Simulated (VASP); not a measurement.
# BaTe (P6_3/mmc) in VASP: a series of runs

The runs below take BaTe through single point, with PBEsol, LDA, PBE.

Program: VASP 6.6.1. These are calculated values, not measurements. Logs are shortened: lines on timing, memory, paths and dates and some standing lists are left out, and cuts for length are marked.

### 1 The cell of the first run

The structure is hexagonal, space group P6_3/mmc (No. 194). Conventional cell: a = 4.849 Å, b = 4.849 Å, c = 8.600 Å, α = 90.00°, β = 90.00°, γ = 120.00°. Within 4.6 Å of Ba (site symmetry -6m2) lie 6 Te at 3.53 Å. Te (site symmetry -3m) has 6 Ba at 3.53 Å and 2 Te at 4.30 Å within 4.6 Å.

### 2 Single point, PBEsol

The input, INCAR:

```
SYSTEM = BaTe
PREC     = Accurate       ! precision mode
ENCUT    = 520            ! plane-wave cutoff, eV
EDIFF    = 1E-6           ! SCF threshold, eV
ISMEAR   = 0              ! smearing method
SIGMA    = 0.05           ! smearing width, eV
LREAL    = .FALSE.        ! projectors in reciprocal space
LASPH    = .TRUE.         ! aspherical terms in the spheres
NELM     = 60             ! most SCF steps
ALGO     = Normal         ! electronic algorithm
ISIF     = 2              ! what is computed and relaxed
LWAVE    = .FALSE.        ! write WAVECAR
LCHARG   = .FALSE.        ! write CHGCAR
GGA      = PS             ! functional
NBANDS   = 24             ! bands
```

The input, KPOINTS:

```
Automatic mesh
0
G
  8 8 6
  0 0 0
```

The input, POSCAR:

```
BaTe
1.0
    4.8488408938      0.0000000000      0.0000000000
   -2.4244204469      4.1992193930      0.0000000000
    0.0000000000      0.0000000000      8.6001762635
Ba Te
2 2
Direct
    0.3333333333      0.6666666667      0.2500000000
    0.6666666667      0.3333333333      0.7500000000
    0.0000000000      0.0000000000      0.0000000000
    0.0000000000      0.0000000000      0.5000000000
```

Potentials or basis: VASP PAW PBE potentials, release 64 (Ba_sv, Te).

Started as:

```sh
cat potpaw_PBE.64/Ba_sv/POTCAR potpaw_PBE.64/Te/POTCAR > POTCAR
mpirun -np 1 vasp_std > vasp.out
```

OUTCAR:

```text
SYSTEM = BaTe
   PREC = Accurate
   ENCUT = 520
   EDIFF = 1E-6
   ISMEAR = 0
   LREAL = .FALSE.
   LASPH = .TRUE.
   NELM = 60
   ISIF = 2
   GGA = PS

 ion  position               nearest neighbor table
   1  0.333  0.667  0.250-   3 3.53   4 3.53   3 3.53   4 3.53   3 3.53   4 3.53
   2  0.667  0.333  0.750-   3 3.53   4 3.53   3 3.53   4 3.53   3 3.53   4 3.53
   3  0.000  0.000  0.000-   1 3.53   2 3.53   2 3.53   1 3.53   2 3.53   1 3.53
   4  0.000  0.000  0.500-   1 3.53   2 3.53   2 3.53   1 3.53   2 3.53   1 3.53

  LATTYP: Found a hexagonal cell.
 ALAT       =     4.8488408938
 C/A-ratio  =     1.7736561071

  Lattice vectors:

 A1 = (   4.8488408938,   0.0000000000,   0.0000000000)
 A2 = (  -2.4244204469,   4.1992193930,   0.0000000000)
 A3 = (   0.0000000000,   0.0000000000,   8.6001762635)

Analysis of symmetry for initial positions (statically):
=====================================================================
 Subroutine PRICEL returns:
 Original cell was already a primitive cell.

 Routine SETGRP: Setting up the symmetry group for a
 hexagonal supercell.

 Subroutine GETGRP returns: Found 24 space group operations
 (whereof 12 operations were pure point group operations)
 out of a pool of 24 trial point group operations.

The static configuration has the point symmetry D_3d.
 The point group associated with its full space group is D_6h.

Analysis of symmetry for dynamics (positions and initial velocities):
=====================================================================
 Subroutine PRICEL returns:
 Original cell was already a primitive cell.

 Routine SETGRP: Setting up the symmetry group for a
 hexagonal supercell.

 Subroutine GETGRP returns: Found 24 space group operations
 (whereof 12 operations were pure point group operations)
 out of a pool of 24 trial point group operations.

The dynamic configuration has the point symmetry D_3d.
 The point group associated with its full space group is D_6h.

 Subroutine INISYM returns: Found 24 space group operations
 (whereof 12 operations are pure point group operations),
 and found     1 'primitive' translations

----------------------------------------------------------------------------------------

                                     Primitive cell

  volume of cell :     175.1112

  direct lattice vectors                    reciprocal lattice vectors
     4.848840894  0.000000000  0.000000000     0.206234855  0.119069749  0.000000000
    -2.424420447  4.199219393  0.000000000     0.000000000  0.238139498  0.000000000
[... 90 lines left out ...]
   LREAL  =      F    real-space projection
   EDIFFG = 0.1E-04   stopping-criterion for IOM
   NSW    =      0    number of steps for IOM
   IBRION =     -1    ionic relax: 0-MD 1-quasi-New 2-CG
   NFREE  =      0    steps in history (QN), initial steepest desc. (CG)
   ISIF   =      2    stress and relaxation
   ISYM   =      2    0-nonsym 1-usesym 2-fastsym
   POTIM  = 0.5000    time-step for ionic-motion
   TEBEG  =    0.0;   TEEND  =   0.0 temperature during run
   PSTRESS=    0.0 pullay stress
   NELECT =      32.0000    total number of electrons
   NUPDOWN=      -1.0000    fix difference up-down
   EMIN   =  10.00;   EMAX   =-10.00  energy-range for DOS
   EFERMI =   0.00;   METHOD = LEGACY
   ISMEAR =     0;   SIGMA  =   0.05  broadening in eV -4-tet -1-fermi 0-gaus
   EFERMI_NEDOS =   21; number of points for ismear=-14 and -15
   IALGO  =     38    algorithm
   IMIX   =      4    mixing-type and parameters
     AMIX     =   0.40;   BMIX     =  1.00
     AMIX_MAG =   1.60;   BMIX_MAG =  1.00
  volume/ion in A,a.u.               =      43.78       295.43
  Fermi-wavevector in a.u.,A,eV,Ry     =   0.929010  1.755574 11.742629  0.863059
  Thomas-Fermi vector in A             =   2.055247
   LORBIT       =      0    0 simple, 1 ext, 2 COOP (PROOUT), +10 PAW based schemes
   GGA     = PS    functional components
   LHFCALC =     F    Hartree Fock is set to
   AEXX    =    0.0000 exact exchange contribution
   IVDW    =     0    specifies the selected vdW correction
   LEPSILON=     F    determine dielectric tensor
   LRPA    =     F    only Hartree local field effects (RPA)
 non-spin polarized calculation
 Gauss-broadening in eV      SIGMA  =   0.05
  energy-cutoff  :      520.00
  volume of cell :      175.11
 maximum number of plane-waves:      4740
 NGX is ok and might be reduce to    36
   NGX = 17   NGY = 17   NGZ = 31

 number of electron      32.0000001 magnetization

 Free energy of the ion-electron system (eV)
  ---------------------------------------------------
  ext. energy  EPLUGINS =         0.00000000
  ---------------------------------------------------
  free energy    TOTEN  =       -18.11420548 eV

  energy without entropy =      -18.11420548  energy(sigma->0) =      -18.11420548

 E-fermi :   2.6856     XC(G=0):  -8.2965

 val. band max:        2.4810333720   @ k =   0.0000   0.0000   0.0000
 cond. band min:       3.7031084966   @ k =   0.5000  -0.0000   0.0000
 fundamental gap:      1.2220751246
 Fermi energy:         2.6855628230

 k-point     1 :       0.0000    0.0000    0.0000
  band No.  band energies     occupation
      1     -25.0205      2.00000
      2     -25.0121      2.00000
      3     -10.4997      2.00000
      4     -10.1611      2.00000
      5     -10.1611      2.00000
      6     -10.1562      2.00000
[... 637 lines left out ...]
     23       6.8368      0.00000
     24       7.3967      0.00000

 [... further k-points ...]

------------------------ aborting loop because EDIFF is reached ----------------------------------------

  FORCE on cell =-STRESS in cart. coord.  units (eV):
  Direction    XX          YY          ZZ          XY          YZ          ZX
  --------------------------------------------------------------------------------------
  -------------------------------------------------------------------------------------
  Total       -1.2173569     -1.2173569     -1.3586705      0.0000000     -0.0000000      0.0000000
  in kB      -11.1381906    -11.1381906    -12.4311379      0.0000000     -0.0000000      0.0000000
  external PRESSURE =     -11.5691730 kB  Pullay stress =       0.0000000 kB

 VOLUME and BASIS-vectors are now :
 -----------------------------------------------------------------------------
  energy-cutoff  :      520.00
  volume of cell :      175.11
      direct lattice vectors                 reciprocal lattice vectors
     4.848840894  0.000000000  0.000000000     0.206234855  0.119069749  0.000000000
    -2.424420447  4.199219393  0.000000000     0.000000000  0.238139498  0.000000000
     0.000000000  0.000000000  8.600176263     0.000000000  0.000000000  0.116276687

 POSITION                                       TOTAL-FORCE (eV/Angst)
 -----------------------------------------------------------------------------------
     -0.00000      2.79948      2.15004         0.000000      0.000000      0.000000
      2.42442      1.39974      6.45013        -0.000000     -0.000000      0.000000
      0.00000      0.00000      0.00000        -0.000000     -0.000000     -0.000000
      0.00000      0.00000      4.30009         0.000000     -0.000000     -0.000000
 -----------------------------------------------------------------------------------
    total drift:                               -0.000000      0.000000     -0.000000

  FREE ENERGIE OF THE ION-ELECTRON SYSTEM (eV)
  ---------------------------------------------------
  free  energy   TOTEN  =       -18.1142054794 eV

  energy  without entropy=      -18.1142054794  energy(sigma->0) =      -18.11420548
```

It took 2.1 min on 1 thread of Intel Xeon Platinum 8488C (Sapphire Rapids), shared host; peak memory 0.37 GiB.

Results:

| Item | Value |
| --- | --- |
| Free energy | -18.1142 eV |
| Pressure | -1.2 GPa |
| Band gap on the k mesh | 1.22 eV, indirect (least direct gap 1.55 eV) |

Caveat: the PAW data sets were made with another functional, which shifts forces and pressure a little; spin-orbit coupling is left out, which moves the levels of the heavy elements. A k mesh can miss the band edges.

### 3 Single point, LDA

The input, INCAR:

```
SYSTEM = BaTe
  PREC = Accurate
  ENCUT = 520
  EDIFF = 1E-6
  ISMEAR = 0
  SIGMA = 0.05
  LREAL = .FALSE.
  LASPH = .TRUE.
  NELM = 80
  ALGO = Normal
  ISIF = 2
  LWAVE = .FALSE.
  LCHARG = .FALSE.
  GGA = CA
  NBANDS = 24
```

The input, KPOINTS:

```
regular mesh
0
G
  8 8 6
  0 0 0
```

POSCAR is that of step 2.

Potentials or basis: VASP PAW LDA potentials, release 64 (Ba_sv, Te).

Started as:

```sh
cat potpaw_LDA.64/Ba_sv/POTCAR potpaw_LDA.64/Te/POTCAR > POTCAR
mpirun -np 1 vasp_std > vasp.out
```

Wall time 3.4 min (1 thread of AMD EPYC 7R13, shared host); peak memory 0.29 GiB.

It converged, with:

| Property | Result |
| --- | --- |
| Free energy | -18.8933 eV |
| Pressure | -2.1 GPa |
| Band gap on the k mesh | 1.17 eV, indirect (least direct gap 1.50 eV) |

Stress tensor (GPa, compression positive):
```
-2.03  0.00  0.00
 0.00 -2.03  0.00
 0.00  0.00 -2.29
```

Levels at points of the mesh, in eV from the valence-band top:
```csv
k point,band 12,band 13,band 14,band 15,band 16,band 17,band 18,band 19,band 20,band 21
"(0.00, 0.00, 0.00)",-0.98,-0.98,-0.66,-0.66,0.00,1.82,2.07,2.57,2.57,3.00
"(0.50, 0.00, 0.00)",-1.85,-1.70,-1.34,-0.72,-0.32,1.17,3.13,3.37,3.88,4.07
"(0.00, 0.00, 0.50)",-1.79,-0.85,-0.85,-0.85,-0.85,2.84,2.84,3.32,3.32,3.44
"(0.50, 0.00, 0.50)",-2.04,-1.45,-1.45,-1.05,-1.05,2.01,2.01,4.34,4.34,4.46
```

Caveat: spin-orbit coupling is left out, which moves the levels of the heavy elements. Expect the measured gap to be larger: semilocal functionals such as LDA lack the derivative discontinuity.

### 4 Single point, PBE (volume scaled by 1.020)

The input, INCAR:

```
  PREC = Accurate
  ENCUT = 520
  EDIFF = 1E-7
  ISMEAR = 0
  SIGMA = 0.05
  LREAL = False
  LASPH = True
  NELM = 60
  ALGO = Normal
  ISIF = 2
  LWAVE = False
  LCHARG = False
  GGA = PE
  NBANDS = 24
```

The input, KPOINTS:

```
Automatic mesh
0
Gamma
  8 8 6
```

The input, POSCAR:

```
BaTe
1.0
    4.8809533588      0.0000000000      0.0000000000
   -2.4404766794      4.2270296034      0.0000000000
    0.0000000000      0.0000000000      8.6571327331
Ba Te
2 2
Direct
    0.3333333333      0.6666666667      0.2500000000
    0.6666666667      0.3333333333      0.7500000000
    0.0000000000      0.0000000000      0.0000000000
    0.0000000000      0.0000000000      0.5000000000
```

Potentials or basis: VASP PAW PBE potentials, release 64 (Ba_sv, Te).

Started as:

```sh
cat potpaw_PBE.64/Ba_sv/POTCAR potpaw_PBE.64/Te/POTCAR > POTCAR
mpirun -np 1 vasp_std > vasp.out
```

Wall time 4.9 min (1 thread of AMD EPYC 7R13, shared host); peak memory 0.34 GiB.

It converged, with:

| Property | Result |
| --- | --- |
| Free energy | -16.9857 eV |
| Pressure | -0.2 GPa |
| Band gap on the k mesh | 1.35 eV, indirect (least direct gap 1.66 eV) |

Levels at points of the mesh, in eV from the valence-band top:
| k point | band 14 | band 15 | band 16 | band 17 | band 18 | band 19 |
| --- | --- | --- | --- | --- | --- | --- |
| (0.00, 0.00, 0.00) | -0.64 | -0.64 | 0.00 | 1.99 | 2.21 | 2.67 |
| (0.50, 0.00, 0.00) | -1.28 | -0.71 | -0.31 | 1.35 | 3.21 | 3.51 |
| (0.00, 0.00, 0.50) | -0.82 | -0.82 | -0.82 | 2.96 | 2.96 | 3.45 |
| (0.50, 0.00, 0.50) | -1.40 | -1.01 | -1.01 | 2.16 | 2.16 | 4.35 |

Caveat: spin-orbit coupling is left out, which moves the levels of the heavy elements.

### 5 Summary

| level | potentials or basis | cell | gap on the mesh (eV) | pressure (GPa) |
| --- | --- | --- | --- | --- |
| PBEsol | VASP PAW PBE potentials, release 64 (Ba_sv, Te) | a = 4.849, b = 4.849, c = 8.600 Å, angles 90.0, 90.0, 120.0°, 4 atoms | 1.22 | -1.2 |
| LDA | VASP PAW LDA potentials, release 64 (Ba_sv, Te) | a = 4.849, b = 4.849, c = 8.600 Å, angles 90.0, 90.0, 120.0°, 4 atoms | 1.17 | -2.1 |
| PBE | VASP PAW PBE potentials, release 64 (Ba_sv, Te) | a = 4.881, b = 4.881, c = 8.657 Å, angles 90.0, 90.0, 120.0°, 4 atoms | 1.35 | -0.2 |

Alike in all rows: task single point; no spin polarisation; k mesh 8 × 8 × 6; cutoff (eV) 520; smearing gaussian 0.05 eV.

Caveats: spin-orbit coupling is left out, which moves the levels of the heavy elements; the PAW data sets were made with another functional, which shifts forces and pressure a little (some runs).

Absolute energies hang on the potentials; compare differences alone.
